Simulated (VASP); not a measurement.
# SnH5 (P-6m2) in VASP: notebook

The runs below take SnH5 through single point, relaxation of cell and atoms, with PBE.

All numbers are computed with VASP 6.6.1; they aren't measurements. Logs are shortened: lines on timing, memory, paths and dates and some standing lists are left out, and cuts for length are marked.

## (1) The cell of the first run

Symmetry: P-6m2, No. 187, hexagonal system. The conventional cell has a = 3.604 Å, b = 3.604 Å, c = 11.699 Å, α = 90.00°, β = 90.00°, γ = 120.00°. Within 2.8 Å of Sn (site symmetry -6m2) lie 3 H at 2.08 Å. H (site symmetry -6m2) has 3 Sn at 2.08 Å within 2.8 Å. H (site symmetry 3m) has 1 H at 0.75 Å within 1.0 Å. H (site symmetry 3m) has 1 H at 0.75 Å within 1.0 Å.

The cell was generated, and may not be a known phase.

## (2) Single point, PBE

INCAR reads:

```
PREC = Accurate
ENCUT = 520
EDIFF = 1E-7
ISMEAR = 0
SIGMA = 0.1
LREAL = False
LASPH = True
NELM = 80
ALGO = Normal
ISIF = 2
LWAVE = False
LCHARG = True
GGA = PE
LELF = True
LVHAR = True
NBANDS = 18
```

KPOINTS reads:

```
regular mesh
0
Gamma
  12 12 4
```

POSCAR reads:

```
SnH5
1.0
    3.6035109421      0.0000000000      0.0000000000
   -1.8017554710      3.1207320187      0.0000000000
    0.0000000000      0.0000000000     11.6994756217
Sn H
1 5
Direct
    0.6666666667      0.3333333333      0.0000000000
    0.0000000000      0.0000000000      0.0000000000
    0.0000000000      0.0000000000      0.3228451991
    0.0000000000      0.0000000000      0.6771548009
    0.0000000000      0.0000000000      0.6129881991
    0.0000000000      0.0000000000      0.3870118009
```

Potentials or basis: VASP PAW PBE potentials, release 64 (Sn_d, H).

Command:

```bash
> cat potpaw_PBE.64/Sn_d/POTCAR potpaw_PBE.64/H/POTCAR > POTCAR
> mpirun -np 1 vasp_std > vasp.out
```

OUTCAR:

```text
PREC = Accurate
   ENCUT = 520
   EDIFF = 1E-7
   ISMEAR = 0
   LREAL = False
   LASPH = True
   NELM = 80
   ISIF = 2
   GGA = PE

 ion  position               nearest neighbor table
   1  0.667  0.333  0.000-   2 2.08   2 2.08   2 2.08
   2  0.000  0.000  0.000-   1 2.08   1 2.08   1 2.08
   3  0.000  0.000  0.323-   6 0.75
   4  0.000  0.000  0.677-   5 0.75
   5  0.000  0.000  0.613-   4 0.75
   6  0.000  0.000  0.387-   3 0.75

  LATTYP: Found a hexagonal cell.
 ALAT       =     3.6035109421
 C/A-ratio  =     3.2466879690

  Lattice vectors:

 A1 = (   3.6035109421,   0.0000000000,   0.0000000000)
 A2 = (  -1.8017554710,   3.1207320187,   0.0000000000)
 A3 = (   0.0000000000,   0.0000000000,  11.6994756217)

Analysis of symmetry for initial positions (statically):
=====================================================================
 Subroutine PRICEL returns:
 Original cell was already a primitive cell.

 Routine SETGRP: Setting up the symmetry group for a
 hexagonal supercell.

 Subroutine GETGRP returns: Found 12 space group operations
 (whereof 12 operations were pure point group operations)
 out of a pool of 24 trial point group operations.

The static configuration has the point symmetry D_3h.

Analysis of symmetry for dynamics (positions and initial velocities):
=====================================================================
 Subroutine PRICEL returns:
 Original cell was already a primitive cell.

 Routine SETGRP: Setting up the symmetry group for a
 hexagonal supercell.

 Subroutine GETGRP returns: Found 12 space group operations
 (whereof 12 operations were pure point group operations)
 out of a pool of 24 trial point group operations.

The dynamic configuration has the point symmetry D_3h.

 Subroutine INISYM returns: Found 12 space group operations
 (whereof 12 operations are pure point group operations),
 and found     1 'primitive' translations

----------------------------------------------------------------------------------------

                                     Primitive cell

  volume of cell :     131.5675

  direct lattice vectors                    reciprocal lattice vectors
     3.603510942  0.000000000  0.000000000     0.277507136  0.160218819  0.000000000
    -1.801755471  3.120732019  0.000000000     0.000000000  0.320437639  0.000000000
     0.000000000  0.000000000 11.699475622     0.000000000  0.000000000  0.085473916

  length of vectors
     3.603510942  3.603510942 11.699475622     0.320437639  0.320437639  0.085473916

  position of ions in fractional coordinates (direct lattice)
     0.666666667  0.333333333  0.000000000
     0.000000000  0.000000000  0.000000000
     0.000000000  0.000000000  0.322845199
     0.000000000  0.000000000  0.677154801
     0.000000000  0.000000000  0.612988199
     0.000000000  0.000000000  0.387011801

  ion indices of the primitive-cell ions
   primitive index   ion index
                 1           1
                 2           2
                 3           3
                 4           4
                 5           5
                 6           6

----------------------------------------------------------------------------------------

 KPOINTS: regular mesh

Automatic generation of k-mesh.
 Grid dimensions read from file:
 generate k-points for:   12   12    4

 Generating k-lattice:

  Cartesian coordinates                     Fractional coordinates (reciprocal lattice)
     0.023125595  0.013351568  0.000000000     0.083333333  0.000000000  0.000000000
     0.000000000  0.026703137  0.000000000     0.000000000  0.083333333  0.000000000
     0.000000000  0.000000000  0.021368479     0.000000000  0.000000000  0.250000000

  Length of vectors
     0.026703137  0.026703137  0.021368479

  Shift w.r.t. Gamma in fractional coordinates (k-lattice)
     0.000000000  0.000000000  0.000000000

 Subroutine IBZKPT returns following result:
 ===========================================

 Found     57 irreducible k-points:

 Following reciprocal coordinates:
            Coordinates               Weight
  0.000000  0.000000  0.000000      1.000000
  0.083333 -0.000000  0.000000      6.000000
  0.166667 -0.000000  0.000000      6.000000
  0.250000 -0.000000  0.000000      6.000000
  0.333333 -0.000000  0.000000      6.000000
  0.416667 -0.000000  0.000000      6.000000
[... 16 lines left out ...]
  0.250000 -0.000000  0.250000     12.000000
  0.333333 -0.000000  0.250000     12.000000
 [... further k-points ...]
   k-points           NKPTS =     57   k-points in BZ     NKDIM =     57   number of bands    NBANDS=     18
   number of dos      NEDOS =    301   number of ions     NIONS =      6
   total plane-waves  NPLWV =  70560
   dimension x,y,z NGX =    28 NGY =   28 NGZ =   90
   dimension x,y,z NGXF=    56 NGYF=   56 NGZF=  180
   ions per type =               1   5
   NGX,Y,Z   is equivalent  to a cutoff of  12.92, 12.92, 12.79 a.u.
   NGXF,Y,Z  is equivalent  to a cutoff of  25.84, 25.84, 25.58 a.u.
 SYSTEM =  unknown system
   PREC   = accura    normal or accurate (medium, high low for compatibility)
   ISTART =      0    job   : 0-new  1-cont  2-samecut
   ICHARG =      2    charge: 1-file 2-atom 10-const
   ISPIN  =      1    spin polarized calculation?
   LNONCOLLINEAR =      F non collinear calculations
   LSORBIT =      F    spin-orbit coupling
   LASPH  =      T    aspherical Exc in radial PAW
   ENCUT  =  520.0 eV  38.22 Ry    6.18 a.u.   6.70  6.70 21.75*2*pi/ulx,y,z
   NELM   =     80;   NELMIN=  2; NELMDL= -5     # of ELM steps
   EDIFF  = 0.1E-06   stopping-criterion for ELM
   LREAL  =      F    real-space projection
   EDIFFG = 0.1E-05   stopping-criterion for IOM
   NSW    =      0    number of steps for IOM
   IBRION =     -1    ionic relax: 0-MD 1-quasi-New 2-CG
   NFREE  =      0    steps in history (QN), initial steepest desc. (CG)
   ISIF   =      2    stress and relaxation
   ISYM   =      2    0-nonsym 1-usesym 2-fastsym
   POTIM  = 0.5000    time-step for ionic-motion
   TEBEG  =    0.0;   TEEND  =   0.0 temperature during run
   PSTRESS=    0.0 pullay stress
   NELECT =      19.0000    total number of electrons
   NUPDOWN=      -1.0000    fix difference up-down
   EMIN   =  10.00;   EMAX   =-10.00  energy-range for DOS
   EFERMI =   0.00;   METHOD = LEGACY
   ISMEAR =     0;   SIGMA  =   0.10  broadening in eV -4-tet -1-fermi 0-gaus
   EFERMI_NEDOS =   21; number of points for ismear=-14 and -15
   IALGO  =     38    algorithm
   IMIX   =      4    mixing-type and parameters
     AMIX     =   0.40;   BMIX     =  1.00
     AMIX_MAG =   1.60;   BMIX_MAG =  1.00
  volume/ion in A,a.u.               =      21.93       147.98
  Fermi-wavevector in a.u.,A,eV,Ry     =   0.858901  1.623088 10.037167  0.737711
  Thomas-Fermi vector in A             =   1.976175
   LORBIT       =      0    0 simple, 1 ext, 2 COOP (PROOUT), +10 PAW based schemes
   GGA     = PE    functional components
   LHFCALC =     F    Hartree Fock is set to
   AEXX    =    0.0000 exact exchange contribution
   IVDW    =     0    specifies the selected vdW correction
   LEPSILON=     F    determine dielectric tensor
   LRPA    =     F    only Hartree local field effects (RPA)
 non-spin polarized calculation
 Gauss-broadening in eV      SIGMA  =   0.10
  energy-cutoff  :      520.00
  volume of cell :      131.57
 maximum number of plane-waves:      3583
 NGX is ok and might be reduce to    28
   NGX = 13   NGY = 13   NGZ = 43

 number of electron      19.0000001 magnetization

 Free energy of the ion-electron system (eV)
  ---------------------------------------------------
  ext. energy  EPLUGINS =         0.00000000
  ---------------------------------------------------
  free energy    TOTEN  =       -19.16472902 eV

  energy without entropy =      -19.15942934  energy(sigma->0) =      -19.16207918

 E-fermi :  -1.0689     XC(G=0):  -5.5411

 val. band max:       -1.1177447869   @ k =   0.3333   0.1667   0.5000
 cond. band min:      -1.0051709835   @ k =   0.3333  -0.0000   0.5000
 fundamental gap:      0.1125738034
 Fermi energy:        -1.0688642743

 k-point     1 :       0.0000    0.0000    0.0000
  band No.  band energies     occupation
      1     -22.7133      2.00000
      2     -22.6423      2.00000
      3     -22.6423      2.00000
      4     -22.6217      2.00000
      5     -22.6217      2.00000
      6     -11.0563      2.00000
[... 10 lines left out ...]
     17       8.2409      0.00000
     18       8.8754      0.00000

 k-point     2 :       0.0833   -0.0000    0.0000
  band No.  band energies     occupation
      1     -22.7098      2.00000
      2     -22.6435      2.00000
      3     -22.6369      2.00000
      4     -22.6240      2.00000
      5     -22.6223      2.00000
      6     -10.9521      2.00000
[... 10 lines left out ...]
     17       8.0004      0.00000
     18       8.7327      0.00000

 k-point     3 :       0.1667   -0.0000    0.0000
  band No.  band energies     occupation
      1     -22.7016      2.00000
      2     -22.6454      2.00000
      3     -22.6302      2.00000
      4     -22.6237      2.00000
      5     -22.6224      2.00000
      6     -10.6399      2.00000
[... 10 lines left out ...]
     17       7.6733      0.00000
     18       8.9231      0.00000

 k-point     4 :       0.2500   -0.0000    0.0000
  band No.  band energies     occupation
      1     -22.6959      2.00000
      2     -22.6426      2.00000
      3     -22.6387      2.00000
      4     -22.6258      2.00000
      5     -22.6023      2.00000
      6     -10.1220      2.00000
[... 10 lines left out ...]
     17       7.3643      0.00000
     18       7.6857      0.00000

 k-point     5 :       0.3333   -0.0000    0.0000
  band No.  band energies     occupation
      1     -22.6969      2.00000
      2     -22.6472      2.00000
      3     -22.6334      2.00000
      4     -22.6278      2.00000
      5     -22.5822      2.00000
      6      -9.4109      2.00000
[... 10 lines left out ...]
     17       7.1219      0.00000
     18       7.2264      0.00000

 k-point     6 :       0.4167   -0.0000    0.0000
  band No.  band energies     occupation
      1     -22.7005      2.00000
      2     -22.6533      2.00000
      3     -22.6293      2.00000
      4     -22.6239      2.00000
      5     -22.5675      2.00000
      6      -8.5676      2.00000
[... 10 lines left out ...]
     17       6.9118      0.00000
     18       7.2148      0.00000

 k-point     7 :       0.5000   -0.0000    0.0000
  band No.  band energies     occupation
      1     -22.7022      2.00000
      2     -22.6556      2.00000
      3     -22.6299      2.00000
      4     -22.6201      2.00000
      5     -22.5620      2.00000
      6      -8.0063      2.00000
[... 10 lines left out ...]
     17       6.7005      0.00000
     18       7.2787      0.00000

 k-point     8 :       0.0833    0.0833    0.0000
  band No.  band energies     occupation
      1     -22.7036      2.00000
      2     -22.6457      2.00000
      3     -22.6281      2.00000
      4     -22.6267      2.00000
      5     -22.6234      2.00000
      6     -10.7439      2.00000
[... 10 lines left out ...]
     17       7.8073      0.00000
     18       8.7083      0.00000
[... 229 lines left out ...]
     17       6.3187      0.00000
     18       7.0048      0.00000

 k-point    20 :       0.0000    0.0000    0.2500
  band No.  band energies     occupation
      1     -22.7133      2.00000
      2     -22.6423      2.00000
      3     -22.6423      2.00000
      4     -22.6217      2.00000
      5     -22.6217      2.00000
      6     -11.0562      2.00000
[... 10 lines left out ...]
     17       8.3921      0.00000
     18       8.8755      0.00000

 k-point    21 :       0.0833   -0.0000    0.2500
  band No.  band energies     occupation
      1     -22.7098      2.00000
      2     -22.6435      2.00000
      3     -22.6369      2.00000
      4     -22.6240      2.00000
      5     -22.6223      2.00000
      6     -10.9521      2.00000
[... 10 lines left out ...]
     17       8.1416      0.00000
     18       8.7833      0.00000

 k-point    22 :       0.1667   -0.0000    0.2500
  band No.  band energies     occupation
      1     -22.7016      2.00000
      2     -22.6454      2.00000
      3     -22.6302      2.00000
      4     -22.6237      2.00000
      5     -22.6224      2.00000
      6     -10.6399      2.00000
[... 10 lines left out ...]
     17       7.9470      0.00000
     18       8.8146      0.00000

 k-point    23 :       0.2500   -0.0000    0.2500
  band No.  band energies     occupation
      1     -22.6959      2.00000
      2     -22.6426      2.00000
      3     -22.6387      2.00000
      4     -22.6258      2.00000
      5     -22.6023      2.00000
      6     -10.1220      2.00000
[... 10 lines left out ...]
     17       7.2234      0.00000
     18       8.0423      0.00000

 k-point    24 :       0.3333   -0.0000    0.2500
  band No.  band energies     occupation
      1     -22.6969      2.00000
      2     -22.6472      2.00000
      3     -22.6334      2.00000
      4     -22.6278      2.00000
      5     -22.5822      2.00000
      6      -9.4109      2.00000
[... 10 lines left out ...]
     17       6.5738      0.00000
     18       7.8900      0.00000

 [... further k-points ...]

------------------------ aborting loop because EDIFF is reached ----------------------------------------

  FORCE on cell =-STRESS in cart. coord.  units (eV):
  Direction    XX          YY          ZZ          XY          YZ          ZX
  --------------------------------------------------------------------------------------
  -------------------------------------------------------------------------------------
  Total       -0.0762372     -0.0762372     -0.0787413     -0.0000000      0.0000000      0.0000000
  in kB       -0.9283859     -0.9283859     -0.9588810     -0.0000000      0.0000000      0.0000000
  external PRESSURE =      -0.9385509 kB  Pullay stress =       0.0000000 kB

 VOLUME and BASIS-vectors are now :
 -----------------------------------------------------------------------------
  energy-cutoff  :      520.00
  volume of cell :      131.57
      direct lattice vectors                 reciprocal lattice vectors
     3.603510942  0.000000000  0.000000000     0.277507136  0.160218819  0.000000000
    -1.801755471  3.120732019  0.000000000     0.000000000  0.320437639  0.000000000
     0.000000000  0.000000000 11.699475622     0.000000000  0.000000000  0.085473916

 POSITION                                       TOTAL-FORCE (eV/Angst)
 -----------------------------------------------------------------------------------
      1.80176      1.04024      0.00000         0.000000     -0.000000     -0.000000
      0.00000      0.00000      0.00000        -0.000000      0.000000     -0.000000
      0.00000      0.00000      3.77712        -0.000000      0.000000      0.008598
      0.00000      0.00000      7.92236        -0.000000      0.000000     -0.008598
      0.00000      0.00000      7.17164        -0.000000      0.000000      0.008587
      0.00000      0.00000      4.52784        -0.000000      0.000000     -0.008587
 -----------------------------------------------------------------------------------
    total drift:                               -0.000000      0.000000      0.000000

  FREE ENERGIE OF THE ION-ELECTRON SYSTEM (eV)
  ---------------------------------------------------
  free  energy   TOTEN  =       -19.1647290224 eV

  energy  without entropy=      -19.1594293375  energy(sigma->0) =      -19.16207918
```

Run time: 4.5 min. Hardware: 1 thread of AMD EPYC 7R13, shared host; peak memory 0.29 GiB.

Results:

```
Free energy            : -19.1647 eV
Pressure               : -0.1 GPa
Largest force          : 0.009 eV/Å
Band gap on the k mesh : zero (an odd number of electrons rules out a gap without spin polarisation)
```

Forces on the atoms (eV/Å):
```
Sn   0.000  0.000  0.000
H    0.000  0.000  0.000
H    0.000  0.000  0.009
H    0.000  0.000 -0.009
H    0.000  0.000  0.009
H    0.000  0.000 -0.009
```

Levels at points of the mesh, in eV from the Fermi level:
```
           k point  band 6  band 7  band 8  band 9  band 10  band 11  band 12  band 13
(0.00, 0.00, 0.00)   -9.99   -6.48   -6.17   -1.45     1.78     3.23     5.12     5.12
(0.50, 0.00, 0.00)   -6.94   -5.95   -5.70   -5.07     1.08     2.53     3.31     4.28
(0.00, 0.00, 0.50)   -9.99   -6.49   -6.16   -1.47     1.85     3.54     4.14     5.12
(0.50, 0.00, 0.50)   -6.94   -5.96   -5.70   -5.07     1.07     2.53     3.31     4.09
```

Caveat: spin-orbit coupling is left out, which moves the levels of the heavy elements.

(Part 1 of 2 ends here.)

The gap in the log of VASP goes by the Fermi energy; the results here count the filled bands.